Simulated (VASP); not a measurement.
# Ir (Fm-3m) in VASP: notebook

The runs below take Ir through single point, with LDA.

All numbers are computed with VASP 6.6.1; they aren't measurements. Logs are shortened: lines on timing, memory, paths and dates and some standing lists are left out, and cuts for length are marked.

## 1. The cell of the first run

Symmetry: Fm-3m, No. 225, cubic system. The conventional cell has a = 3.812 Å, b = 3.812 Å, c = 3.812 Å, α = 90.00°, β = 90.00°, γ = 90.00°. Ir (site symmetry m-3m) has 12 Ir at 2.70 Å within 3.6 Å.

## 2. Single point, LDA

INCAR

```
SYSTEM = Ir
ALGO = Normal ; EDIFF = 1E-6
ENCUT = 520 ; ISIF = 2
ISMEAR = -1 ; LASPH = .TRUE.
LCHARG = .TRUE. ; LELF = .TRUE.
LREAL = .FALSE. ; LVHAR = .TRUE.
LWAVE = .FALSE. ; NBANDS = 10
NELM = 60 ; PREC = Accurate
SIGMA = 0.1
```

KPOINTS

```
k-points
0
G
  17 17 17
  0 0 0
```

POSCAR

```
Ir
1.0
    0.0000000000      1.9058453410      1.9058453410
    1.9058453410      0.0000000000      1.9058453410
    1.9058453410      1.9058453410      0.0000000000
Ir
1
Direct
    0.0000000000      0.0000000000      0.0000000000
```

Potentials or basis: VASP PAW LDA potentials, release 64 (Ir).

Command:

```console
cat potpaw_LDA.64/Ir/POTCAR > POTCAR
mpirun -np 1 vasp_std > vasp.out
```

OUTCAR:

```text
SYSTEM = Ir
   EDIFF = 1E-6
   ENCUT = 520
   ISIF = 2
   ISMEAR = -1
   LASPH = .TRUE.
   LREAL = .FALSE.
   NELM = 60
   PREC = Accurate

 ion  position               nearest neighbor table
   1  0.000  0.000  0.000-

  LATTYP: Found a face centered cubic cell.
 ALAT       =     3.8116906820

  Lattice vectors:

 A1 = (   0.0000000000,   1.9058453410,   1.9058453410)
 A2 = (   1.9058453410,   0.0000000000,   1.9058453410)
 A3 = (   1.9058453410,   1.9058453410,   0.0000000000)

Analysis of symmetry for initial positions (statically):
=====================================================================
 Subroutine PRICEL returns:
 Original cell was already a primitive cell.

 Routine SETGRP: Setting up the symmetry group for a
 face centered cubic supercell.

 Subroutine GETGRP returns: Found 48 space group operations
 (whereof 48 operations were pure point group operations)
 out of a pool of 48 trial point group operations.

The static configuration has the point symmetry O_h .

Analysis of symmetry for dynamics (positions and initial velocities):
=====================================================================
 Subroutine PRICEL returns:
 Original cell was already a primitive cell.

 Routine SETGRP: Setting up the symmetry group for a
 face centered cubic supercell.

 Subroutine GETGRP returns: Found 48 space group operations
 (whereof 48 operations were pure point group operations)
 out of a pool of 48 trial point group operations.

The dynamic configuration has the point symmetry O_h .

 Subroutine INISYM returns: Found 48 space group operations
 (whereof 48 operations are pure point group operations),
 and found     1 'primitive' translations

----------------------------------------------------------------------------------------

                                     Primitive cell

  volume of cell :      13.8450

  direct lattice vectors                    reciprocal lattice vectors
     0.000000000  1.905845341  1.905845341    -0.262350774  0.262350774  0.262350774
     1.905845341  0.000000000  1.905845341     0.262350774 -0.262350774  0.262350774
     1.905845341  1.905845341  0.000000000     0.262350774  0.262350774 -0.262350774

  length of vectors
     2.695272329  2.695272329  2.695272329     0.454404870  0.454404870  0.454404870

  position of ions in fractional coordinates (direct lattice)
     0.000000000  0.000000000  0.000000000

  ion indices of the primitive-cell ions
   primitive index   ion index
                 1           1

----------------------------------------------------------------------------------------

 KPOINTS: k-points

[... 76 lines left out ...]
   TEBEG  =    0.0;   TEEND  =   0.0 temperature during run
   PSTRESS=    0.0 pullay stress
   NELECT =       9.0000    total number of electrons
   NUPDOWN=      -1.0000    fix difference up-down
   EMIN   =  10.00;   EMAX   =-10.00  energy-range for DOS
   EFERMI =   0.00;   METHOD = LEGACY
   ISMEAR =    -1;   SIGMA  =   0.10  broadening in eV -4-tet -1-fermi 0-gaus
   EFERMI_NEDOS =   21; number of points for ismear=-14 and -15
   IALGO  =     38    algorithm
   IMIX   =      4    mixing-type and parameters
     AMIX     =   0.40;   BMIX     =  1.00
     AMIX_MAG =   1.60;   BMIX_MAG =  1.00
  volume/ion in A,a.u.               =      13.85        93.43
  Fermi-wavevector in a.u.,A,eV,Ry     =   1.418158  2.679930 27.363666  2.011173
  Thomas-Fermi vector in A             =   2.539313
   LORBIT       =      0    0 simple, 1 ext, 2 COOP (PROOUT), +10 PAW based schemes
   GGA     = CA    functional components
   LHFCALC =     F    Hartree Fock is set to
   AEXX    =    0.0000 exact exchange contribution
   IVDW    =     0    specifies the selected vdW correction
   LEPSILON=     F    determine dielectric tensor
   LRPA    =     F    only Hartree local field effects (RPA)
 non-spin polarized calculation
  energy-cutoff  :      520.00
  volume of cell :       13.85
 maximum number of plane-waves:       382
   NGX =  9   NGY =  9   NGZ =  9

 number of electron       9.0000001 magnetization

 Free energy of the ion-electron system (eV)
  ---------------------------------------------------
  ext. energy  EPLUGINS =         0.00000000
  ---------------------------------------------------
  free energy    TOTEN  =       -10.33971398 eV

  energy without entropy =      -10.31225824  energy(sigma->0) =      -10.32598611

 E-fermi :  10.6302     XC(G=0): -14.2648

 val. band max:       10.5750794587   @ k =   0.2941   0.1765   0.0000
 cond. band min:      10.6377255771   @ k =  -0.3529   0.2941   0.0000
 fundamental gap:      0.0626461184
 Fermi energy:        10.6302263288

 k-point     1 :       0.0000    0.0000    0.0000
  band No.  band energies     occupation
      1      -0.6441      2.00000
      2       6.6463      2.00000
      3       6.6463      2.00000
      4       6.6463      2.00000
      5       9.4656      1.99998
      6       9.4656      1.99998
      7      24.9946      0.00000
      8      30.6613      0.00000
      9      30.6613      0.00000
     10      30.6613      0.00000
[... 287 lines left out ...]
 k-point    24 :      -0.1176    0.0588    0.0000
  band No.  band energies     occupation
      1       0.3094      2.00000
      2       6.1602      2.00000
      3       7.0203      2.00000
      4       7.0573      2.00000
      5       9.0104      2.00000
      6       9.5476      1.99996
      7      26.5583      0.00000
      8      27.7470      0.00000
      9      31.3012      0.00000
     10      32.7240      0.00000

 [... further k-points ...]

------------------------ aborting loop because EDIFF is reached ----------------------------------------

  FORCE on cell =-STRESS in cart. coord.  units (eV):
  Direction    XX          YY          ZZ          XY          YZ          ZX
  --------------------------------------------------------------------------------------
  -------------------------------------------------------------------------------------
  Total        0.2222445      0.2222445      0.2222445      0.0000000      0.0000000      0.0000000
  in kB       25.7186789     25.7186789     25.7186789      0.0000000      0.0000000      0.0000000
  external PRESSURE =      25.7186789 kB  Pullay stress =       0.0000000 kB

 VOLUME and BASIS-vectors are now :
 -----------------------------------------------------------------------------
  energy-cutoff  :      520.00
  volume of cell :       13.85
      direct lattice vectors                 reciprocal lattice vectors
     0.000000000  1.905845341  1.905845341    -0.262350774  0.262350774  0.262350774
     1.905845341  0.000000000  1.905845341     0.262350774 -0.262350774  0.262350774
     1.905845341  1.905845341  0.000000000     0.262350774  0.262350774 -0.262350774

 POSITION                                       TOTAL-FORCE (eV/Angst)
 -----------------------------------------------------------------------------------
      0.00000      0.00000      0.00000         0.000000      0.000000      0.000000
 -----------------------------------------------------------------------------------
    total drift:                               -0.000000     -0.000000      0.000000

  FREE ENERGIE OF THE ION-ELECTRON SYSTEM (eV)
  ---------------------------------------------------
  free  energy   TOTEN  =       -10.3397139779 eV

  energy  without entropy=      -10.3122582405  energy(sigma->0) =      -10.32598611
```

It took 10 s on 1 thread of AMD EPYC 9R45 (Zen 5), shared host; peak memory 0.11 GiB.

What came out:

| Item | Value |
| --- | --- |
| Free energy | -10.3397 eV |
| Pressure | 2.6 GPa |

Levels at points of the mesh, in eV from the Fermi level:
```csv
k point,band 1,band 2,band 3,band 4,band 5,band 6,band 7,band 8,band 9
"(0.00, 0.00, 0.00)",-11.27,-3.98,-3.98,-3.98,-1.16,-1.16,14.36,20.03,20.03
```

Caveat: spin-orbit coupling is left out, which moves the levels of the heavy elements.

## 3. Single point, LDA

INCAR

```
PREC = Accurate ; ENCUT = 520
EDIFF = 1E-6 ; ISMEAR = -1
SIGMA = 0.1 ; LREAL = F
LASPH = T ; NELM = 100
ALGO = Normal ; ISIF = 2
LWAVE = F ; LCHARG = F
GGA = CA ; NBANDS = 10
```

KPOINTS

```
Automatic mesh
0
Gamma
  17 17 17
```

POSCAR is that of step 2.

Potentials or basis: VASP PAW LDA potentials, release 64 (Ir).

Command:

```console
cat potpaw_LDA.64/Ir/POTCAR > POTCAR
mpirun -np 1 vasp_std > vasp.out
```

Run time: 10 s. Hardware: 1 thread of AMD EPYC 9R45 (Zen 5), shared host; peak memory 0.11 GiB.

The run converged. Its results:

| Property | Result |
| --- | --- |
| Free energy | -10.3397 eV |
| Pressure | 2.6 GPa |

Levels at points of the mesh, in eV from the Fermi level:
```csv
k point,band 1,band 2,band 3,band 4,band 5,band 6,band 7,band 8,band 9
"(0.00, 0.00, 0.00)",-11.27,-3.98,-3.98,-3.98,-1.16,-1.16,14.36,20.03,20.03
```

Caveat: spin-orbit coupling is left out, which moves the levels of the heavy elements.
